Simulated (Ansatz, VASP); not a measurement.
**Al: VASP beside Ansatz**

Contents of INCAR:

```
SYSTEM = Al
ALGO = Normal
EDIFF = 1E-7
ENCUT = 520
GGA = PS
ISIF = 2
ISMEAR = 0
LASPH = .TRUE.
LCHARG = .TRUE.
LELF = .TRUE.
LREAL = .FALSE.
LVHAR = .TRUE.
LWAVE = .FALSE.
NBANDS = 10
NELM = 80
PREC = Accurate
SIGMA = 0.15
```

The input KPOINTS:

```
k-points
0
G
  18 18 10
  0 0 0
```

POSCAR

```
Al
1.0
    2.7699000000      0.0000000000      0.0000000000
   -1.3849500000      2.3988037660      0.0000000000
    0.0000000000      0.0000000000      4.4157000000
Al
2
Direct
    0.6666666667      0.3333333333      0.7500000000
    0.3333333333      0.6666666667      0.2500000000
```

Input for Ansatz:

```yaml
crystal:
  lattice:
    - [2.7699, 0.0, 0.0]
    - [-1.38495, 2.398803766, 0.0]
    - [0.0, 0.0, 4.4157]
  atoms:
    - { symbol: Al, position: [0.6666666667, 0.3333333333, 0.75] }
    - { symbol: Al, position: [0.3333333333, 0.6666666667, 0.25] }
basis:
  ecutwfc: 420
kpoints:
  mp_grid: { grid: [18, 18, 10] }
hamiltonian:
  xc: pbesol
  pseudopotentials: { kind: paw, azcp: { folder: soft_1 } }
scf:
  occupations: { method: gaussian, width: 0.15 }
output:
  forces: true
  stress: true
  eigenvalues: true
```

Alike in both runs: task single point; functional PBEsol; k mesh 18 × 18 × 10; occupations gaussian, width 0.15 eV; no spin polarisation.

```csv
,VASP,Ansatz
version,VASP 6.6.1,Ansatz 0.2.0
potentials or method,"VASP PAW PBE potentials, release 64 (Al), cutoff 520 eV","scalar-relativistic, plane waves, PAW"
valence electrons in the cell,6,6
```

VASP gave:

* gap on the k mesh at the Fermi level (eV): none
* pressure (GPa): 10.7
* traceless stress, the component that is largest in VASP (GPa): 2.16

What did Ansatz give for the same quantities?

gap on the k mesh at the Fermi level (eV): none; pressure (GPa): 10.6; traceless stress, the component that is largest in VASP (GPa): 2.14.

VASP's potentials were made for PBE, not for PBEsol, and Ansatz warns of the same on its side. A gap of «none» marks a metal or a gap that the smearing closes.
